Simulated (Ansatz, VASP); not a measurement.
## One calculation of AlN, two programs

Contents of INCAR:

```
ALGO = Normal
EDIFF = 1E-6
ENCUT = 520
GGA = PS
ISIF = 2
ISMEAR = -1
LASPH = True
LCHARG = True
LELF = True
LREAL = False
LVHAR = True
LWAVE = False
NBANDS = 16
NELM = 80
PREC = Accurate
SIGMA = 0.05
```

File KPOINTS:

```
k-points
0
Gamma
  10 10 6
```

Contents of POSCAR:

```
AlN
1.0
    3.0494515564      0.0000000000      0.0000000000
   -1.5247257782      2.6409025155      0.0000000000
    0.0000000000      0.0000000000      4.8793184075
Al N
2 2
Direct
    0.6666666667      0.3333333333      0.5000000000
    0.3333333333      0.6666666667      0.0000000000
    0.6666666667      0.3333333333      0.8800000000
    0.3333333333      0.6666666667      0.3800000000
```

File input.yaml:

```yaml
crystal:
  lattice:
    - [3.0494515564, 0.0, 0.0]
    - [-1.5247257782, 2.6409025155, 0.0]
    - [0.0, 0.0, 4.8793184075]
  atoms:
    - { symbol: Al, position: [0.6666666667, 0.3333333333, 0.5] }
    - { symbol: Al, position: [0.3333333333, 0.6666666667, 0.0] }
    - { symbol: "N", position: [0.6666666667, 0.3333333333, 0.88] }
    - { symbol: "N", position: [0.3333333333, 0.6666666667, 0.38] }
kpoints:
  mp_grid: { grid: [10, 10, 6] }
scf:
  occupations: { method: fermi_dirac, width: 0.05 }
hamiltonian:
  xc: pbesol
  pseudopotentials: { kind: all_electron, lapw: { basis_error: 0.002 } }
output:
  forces: true
  stress: true
  eigenvalues: true
```

Change from the starting cell: volume scaled by 0.94.

Alike in both runs: task single point; functional PBEsol; k mesh 10 × 10 × 6; occupations fermi-dirac, width 0.05 eV; no spin polarisation.

|  | VASP | Ansatz |
| --- | --- | --- |
| version | VASP 6.6.1 | Ansatz 0.2.0 |
| potentials or method | VASP PAW PBE potentials, release 64 (Al, N), cutoff 520 eV | all-electron LAPW, scalar-relativistic |

Ansatz gave:

```
gap on the k mesh at the Fermi level (eV)                     : 4.69
least direct gap on the mesh (eV)                             : 4.69
pressure (GPa)                                                : 14.2
traceless stress, the component that is largest in VASP (GPa) : 0.72
rms of the force components (eV/Å)                            : 0.104
```

Task: What did VASP give for the same quantities?

Result: gap on the k mesh at the Fermi level (eV): 4.70; least direct gap on the mesh (eV): 4.70; pressure (GPa): 14.4; traceless stress, the component that is largest in VASP (GPa): 0.72; rms of the force components (eV/Å): 0.105.

VASP's potentials were made for PBE, not for PBEsol. Atom by atom the forces differ by 0.002 eV/Å (rms over components). Ansatz ran all-electron here, and VASP with PAW potentials.
